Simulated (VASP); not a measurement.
# In (Pm-3m) in VASP: single point with r2SCAN

Aim: the single point of In with r2SCAN.

Everything below comes from runs of VASP 6.6.1. Logs are shortened: lines on timing, memory, paths and dates and some standing lists are left out, and cuts for length are marked.

## 1. The cell of the first run

It takes space group Pm-3m (No. 221, cubic). Conventional cell: a = 2.988 Å, b = 2.988 Å, c = 2.988 Å, α = 90.00°, β = 90.00°, γ = 90.00°. In (site symmetry m-3m) has 6 In at 2.99 Å within 3.9 Å.

This isn't the form of In at room conditions, which is tetragonal.

## 2. Single point, r2SCAN

File POSCAR:

```
In
1.0
   -0.9961075154      1.9922150309      1.9922150309
    1.9922150309     -0.9961075154      1.9922150309
    1.9922150309      1.9922150309     -0.9961075154
In
1
Direct
    0.0000000000      0.0000000000      0.0000000000
```

File INCAR.step1:

```
  ALGO = Normal
  EDIFF = 1E-5
  ENCUT = 550
  GGA = PE
  GGA_COMPAT = F
  ISMEAR = 0
  LASPH = T
  LCHARG = F
  LREAL = F
  LWAVE = T
  NBANDS = 12
  NELM = 120
  PREC = Accurate
  SIGMA = 0.15
```

File INCAR.step2:

```
  ALGO = Normal
  EDIFF = 1E-6
  ENCUT = 550
  GGA_COMPAT = F
  ISIF = 2
  ISMEAR = 0
  ISTART = 1
  LASPH = T
  LCHARG = T
  LELF = T
  LMIXTAU = T
  LREAL = F
  LVHAR = T
  LWAVE = F
  METAGGA = R2SCAN
  NBANDS = 12
  NELM = 120
  PREC = Accurate
  SIGMA = 0.15
```

File KPOINTS:

```
k-points
0
Gamma
  20 20 20
```

Potentials or basis: VASP PAW PBE potentials, release 64 (In_d).

Started as:

```sh
$ cat potpaw_PBE.64/In_d/POTCAR > POTCAR
$ cp INCAR.step1 INCAR
$ mpirun -np 1 vasp_std > vasp.out
$ cp INCAR.step2 INCAR
$ mpirun -np 1 vasp_std > vasp.out
```

OUTCAR:

```text
EDIFF = 1E-6
   ENCUT = 550
   ISIF = 2
   ISMEAR = 0
   ISTART = 1
   LASPH = T
   LREAL = F
   METAGGA = R2SCAN
   NELM = 120
   PREC = Accurate

 ion  position               nearest neighbor table
   1  0.000  0.000  0.000-

  LATTYP: Found a simple cubic cell.
 ALAT       =     2.9883225463

  Lattice vectors:

 A1 = (  -0.9961075154,   1.9922150309,   1.9922150309)
 A2 = (   1.9922150309,  -0.9961075154,   1.9922150309)
 A3 = (   1.9922150309,   1.9922150309,  -0.9961075154)

Analysis of symmetry for initial positions (statically):
=====================================================================
 Subroutine PRICEL returns:
 Original cell was already a primitive cell.

 Routine SETGRP: Setting up the symmetry group for a
 simple cubic supercell.

 Subroutine GETGRP returns: Found 48 space group operations
 (whereof 48 operations were pure point group operations)
 out of a pool of 48 trial point group operations.

The static configuration has the point symmetry O_h .

Analysis of symmetry for dynamics (positions and initial velocities):
=====================================================================
 Subroutine PRICEL returns:
 Original cell was already a primitive cell.

 Routine SETGRP: Setting up the symmetry group for a
 simple cubic supercell.

 Subroutine GETGRP returns: Found 48 space group operations
 (whereof 48 operations were pure point group operations)
 out of a pool of 48 trial point group operations.

The dynamic configuration has the point symmetry O_h .

 Subroutine INISYM returns: Found 48 space group operations
 (whereof 48 operations are pure point group operations),
 and found     1 'primitive' translations

----------------------------------------------------------------------------------------

                                     Primitive cell

  volume of cell :      26.6859

  direct lattice vectors                    reciprocal lattice vectors
    -0.996107515  1.992215031  1.992215031    -0.111545299  0.223090599  0.223090599
     1.992215031 -0.996107515  1.992215031     0.223090599 -0.111545299  0.223090599
     1.992215031  1.992215031 -0.996107515     0.223090599  0.223090599 -0.111545299

  length of vectors
     2.988322546  2.988322546  2.988322546     0.334635898  0.334635898  0.334635898

  position of ions in fractional coordinates (direct lattice)
     0.000000000  0.000000000  0.000000000

  ion indices of the primitive-cell ions
   primitive index   ion index
                 1           1

----------------------------------------------------------------------------------------

 KPOINTS: k-points

Automatic generation of k-mesh.
 Grid dimensions read from file:
 generate k-points for:   20   20   20

 Generating k-lattice:

  Cartesian coordinates                     Fractional coordinates (reciprocal lattice)
    -0.005577265  0.011154530  0.011154530     0.050000000  0.000000000 -0.000000000
     0.011154530 -0.005577265  0.011154530     0.000000000  0.050000000 -0.000000000
     0.011154530  0.011154530 -0.005577265    -0.000000000 -0.000000000  0.050000000

  Length of vectors
     0.016731795  0.016731795  0.016731795

  Shift w.r.t. Gamma in fractional coordinates (k-lattice)
     0.000000000  0.000000000  0.000000000

 Subroutine IBZKPT returns following result:
 ===========================================

 Found    286 irreducible k-points:

 Following reciprocal coordinates:
            Coordinates               Weight
  0.000000  0.000000  0.000000      1.000000
  0.050000  0.000000  0.000000      6.000000
  0.100000  0.000000  0.000000      6.000000
  0.150000  0.000000  0.000000      6.000000
  0.200000  0.000000  0.000000      6.000000
  0.250000  0.000000  0.000000      6.000000
[... 16 lines left out ...]
  0.150000  0.100000  0.000000     24.000000
  0.200000  0.100000 -0.000000     24.000000
 [... further k-points ...]
   k-points           NKPTS =    286   k-points in BZ     NKDIM =    286   number of bands    NBANDS=     12
   number of dos      NEDOS =    301   number of ions     NIONS =      1
   total plane-waves  NPLWV =  13824
   dimension x,y,z NGX =    24 NGY =   24 NGZ =   24
   dimension x,y,z NGXF=    48 NGYF=   48 NGZF=   48
   ions per type =               1
   NGX,Y,Z   is equivalent  to a cutoff of  13.35, 13.35, 13.35 a.u.
   NGXF,Y,Z  is equivalent  to a cutoff of  26.70, 26.70, 26.70 a.u.
 SYSTEM =  unknown system
   PREC   = accura    normal or accurate (medium, high low for compatibility)
   ISTART =      1    job   : 0-new  1-cont  2-samecut
   ICHARG =      0    charge: 1-file 2-atom 10-const
   ISPIN  =      1    spin polarized calculation?
   LNONCOLLINEAR =      F non collinear calculations
   LSORBIT =      F    spin-orbit coupling
   LASPH  =      T    aspherical Exc in radial PAW
   ENCUT  =  550.0 eV  40.42 Ry    6.36 a.u.   5.71  5.71  5.71*2*pi/ulx,y,z
   NELM   =    120;   NELMIN=  2; NELMDL=  0     # of ELM steps
   EDIFF  = 0.1E-05   stopping-criterion for ELM
   LREAL  =      F    real-space projection
   EDIFFG = 0.1E-04   stopping-criterion for IOM
   NSW    =      0    number of steps for IOM
   IBRION =     -1    ionic relax: 0-MD 1-quasi-New 2-CG
   NFREE  =      0    steps in history (QN), initial steepest desc. (CG)
   ISIF   =      2    stress and relaxation
   ISYM   =      2    0-nonsym 1-usesym 2-fastsym
   POTIM  = 0.5000    time-step for ionic-motion
   TEBEG  =    0.0;   TEEND  =   0.0 temperature during run
   PSTRESS=    0.0 pullay stress
   NELECT =      13.0000    total number of electrons
   NUPDOWN=      -1.0000    fix difference up-down
   EMIN   =  10.00;   EMAX   =-10.00  energy-range for DOS
   EFERMI =   0.00;   METHOD = LEGACY
   ISMEAR =     0;   SIGMA  =   0.15  broadening in eV -4-tet -1-fermi 0-gaus
   EFERMI_NEDOS =   21; number of points for ismear=-14 and -15
   IALGO  =     38    algorithm
   IMIX   =      4    mixing-type and parameters
     AMIX     =   0.40;   BMIX     =  1.00
     AMIX_MAG =   1.60;   BMIX_MAG =  1.00
  volume/ion in A,a.u.               =      26.69       180.09
  Fermi-wavevector in a.u.,A,eV,Ry     =   1.288136  2.434225 22.576080  1.659295
  Thomas-Fermi vector in A             =   2.420108
   LORBIT       =      0    0 simple, 1 ext, 2 COOP (PROOUT), +10 PAW based schemes
   METAGGA = R2SCAN    functional components
   LHFCALC =     F    Hartree Fock is set to
   AEXX    =    0.0000 exact exchange contribution
   IVDW    =     0    specifies the selected vdW correction
   LEPSILON=     F    determine dielectric tensor
   LRPA    =     F    only Hartree local field effects (RPA)
 non-spin polarized calculation
 Gauss-broadening in eV      SIGMA  =   0.15
  energy-cutoff  :      550.00
  volume of cell :       26.69
 maximum number of plane-waves:       804
 NGX is ok and might be reduce to    24
   NGX = 11   NGY = 11   NGZ = 11

 number of electron      13.0000010 magnetization

 Free energy of the ion-electron system (eV)
  ---------------------------------------------------
  ext. energy  EPLUGINS =         0.00000000
  ---------------------------------------------------
  free energy    TOTEN  =       -22.52002448 eV

  energy without entropy =      -22.51454936  energy(sigma->0) =      -22.51728692

 E-fermi :   7.0385     XC(G=0): -10.8426

 val. band max:        7.0319573688   @ k =   0.3500   0.2000   0.1500
 cond. band min:       7.0670677898   @ k =   0.5000   0.4500   0.0000
 fundamental gap:      0.0351104210
 Fermi energy:         7.0384735436

 k-point     1 :       0.0000    0.0000    0.0000
  band No.  band energies     occupation
      1      -8.6390      2.00000
      2      -8.6390      2.00000
      3      -7.7435      2.00000
      4      -7.7435      2.00000
      5      -7.7435      2.00000
      6      -2.8253      2.00000
      7      15.0997      0.00000
      8      15.0997      0.00000
      9      15.0997      0.00000
     10      18.3608      0.00000
     11      18.3608      0.00000
     12      20.3159      0.00000

 k-point     2 :       0.0500    0.0000    0.0000
  band No.  band energies     occupation
      1      -8.6376      2.00000
      2      -8.6240      2.00000
      3      -7.7497      2.00000
      4      -7.7497      2.00000
      5      -7.7430      2.00000
      6      -2.7786      2.00000
      7      14.3981      0.00000
      8      15.1550      0.00000
      9      15.1550      0.00000
     10      18.3875      0.00000
     11      18.8570      0.00000
     12      20.6058      0.00000

 k-point     3 :       0.1000    0.0000    0.0000
  band No.  band energies     occupation
      1      -8.6333      2.00000
      2      -8.5806      2.00000
      3      -7.7675      2.00000
      4      -7.7675      2.00000
      5      -7.7415      2.00000
      6      -2.6378      2.00000
      7      13.0278      0.00000
      8      15.3195      0.00000
      9      15.3195      0.00000
     10      18.4678      0.00000
     11      19.4054      0.00000
     12      21.6803      0.00000
[... 286 lines left out ...]
 k-point    23 :       0.1500    0.1000    0.0000
  band No.  band energies     occupation
      1      -8.5881      2.00000
      2      -8.4857      2.00000
      3      -7.8227      2.00000
      4      -7.7930      2.00000
      5      -7.7628      2.00000
      6      -2.2142      2.00000
      7      11.6927      0.00000
      8      13.5133      0.00000
      9      15.8101      0.00000
     10      19.1690      0.00000
     11      21.4384      0.00000
     12      23.4414      0.00000

 k-point    24 :       0.2000    0.1000   -0.0000
  band No.  band energies     occupation
      1      -8.5774      2.00000
      2      -8.4026      2.00000
      3      -7.8596      2.00000
      4      -7.8273      2.00000
      5      -7.7597      2.00000
      6      -1.8804      2.00000
      7      10.2088      0.00000
      8      13.8359      0.00000
      9      16.1775      0.00000
     10      19.3666      0.00000
     11      21.6558      0.00000
     12      24.5172      0.00000

 [... further k-points ...]

------------------------ aborting loop because EDIFF is reached ----------------------------------------

  FORCE on cell =-STRESS in cart. coord.  units (eV):
  Direction    XX          YY          ZZ          XY          YZ          ZX
  --------------------------------------------------------------------------------------
  -------------------------------------------------------------------------------------
  Total        0.3837204      0.3837204      0.3837204      0.0000000      0.0000000      0.0000000
  in kB       23.0379090     23.0379090     23.0379090      0.0000000      0.0000000      0.0000000
  external PRESSURE =      23.0379090 kB  Pullay stress =       0.0000000 kB

 VOLUME and BASIS-vectors are now :
 -----------------------------------------------------------------------------
  energy-cutoff  :      550.00
  volume of cell :       26.69
      direct lattice vectors                 reciprocal lattice vectors
    -0.996107515  1.992215031  1.992215031    -0.111545299  0.223090599  0.223090599
     1.992215031 -0.996107515  1.992215031     0.223090599 -0.111545299  0.223090599
     1.992215031  1.992215031 -0.996107515     0.223090599  0.223090599 -0.111545299

 POSITION                                       TOTAL-FORCE (eV/Angst)
 -----------------------------------------------------------------------------------
      0.00000      0.00000      0.00000         0.000000     -0.000000      0.000000
 -----------------------------------------------------------------------------------
    total drift:                               -0.000000      0.000000      0.000000

  FREE ENERGIE OF THE ION-ELECTRON SYSTEM (eV)
  ---------------------------------------------------
  free  energy   TOTEN  =       -22.5200244801 eV

  energy  without entropy=      -22.5145493594  energy(sigma->0) =      -22.51728692
```

It took 6.5 min on 1 thread of Oxide Virtual Turin-like, shared host; peak memory 0.18 GiB.

What came out:

- Free energy: -22.5200 eV
- Pressure: 2.3 GPa
- Band gap on the k mesh: zero (an odd number of electrons rules out a gap without spin polarisation)

Levels at points of the mesh, in eV from the Fermi level:
```tsv
k point	band 3	band 4	band 5	band 6	band 7	band 8	band 9	band 10
(0.00, 0.00, 0.00)	-14.78	-14.78	-14.78	-9.86	8.06	8.06	8.06	11.32
(0.50, 0.00, 0.00)	-15.03	-15.03	-14.76	-5.69	-3.82	11.57	11.57	13.67
(0.50, 0.50, 0.00)	-14.99	-14.99	-14.54	-1.30	-0.80	-0.80	4.29	15.82
(0.50, 0.50, 0.50)	-15.35	-14.52	-14.52	2.25	2.25	2.25	4.03	7.76
```

Caveat: the PAW data sets were made with another functional, which shifts forces and pressure a little; spin-orbit coupling is left out, which moves the levels of the heavy elements.

The gap in the log of VASP goes by the Fermi energy; the results here count the filled bands.